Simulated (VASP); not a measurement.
Runs of VASP 6.6.1 on SiO2. The structure is that of space group P6_422 (No. 181), or close to it. The cells are those of the table. 

```csv
cell,gap on the mesh (eV),pressure (GPa),largest force (eV/Å)
"a = 5.211, b = 5.211, c = 5.541 Å, angles 90.0, 90.0, 120.0°, 9 atoms",5.94,(a),0.48
"a = 4.984, b = 4.984, c = 5.541 Å, angles 90.0, 90.0, 120.0°, 9 atoms",6.43,6.2,0.26
"a = 5.287, b = 5.287, c = 5.541 Å, angles 90.0, 90.0, 120.0°, 9 atoms",5.72,-14.0,0.68
"a = 5.136, b = 5.136, c = 5.541 Å, angles 90.0, 90.0, 120.0°, 9 atoms",6.13,-5.2,0.26
"a = 5.325, b = 5.325, c = 5.541 Å, angles 90.0, 90.0, 120.0°, 9 atoms",5.60,-15.9,0.77
"a = 4.908, b = 4.908, c = 5.541 Å, angles 90.0, 90.0, 120.0°, 9 atoms",6.53,13.1,0.56
"a = 5.363, b = 5.363, c = 5.541 Å, angles 90.0, 90.0, 120.0°, 9 atoms",5.48,(b),0.85
```

Alike in all rows: task single point; level r2SCAN; potentials or basis VASP PAW PBE potentials, release 64 (Si, O); no spin polarisation; k mesh 6 × 6 × 4; cutoff (eV) 520; smearing gaussian 0.05 eV.

Problem. Fill in the values left out.

Solution. (a) -9.9; (b) -17.6.

Caveats: the PAW data sets were made with another functional, which shifts forces and pressure a little; the cell stands under tension (at least some runs); the cell stands under pressure (at least some runs).

A k mesh can miss the band edges.
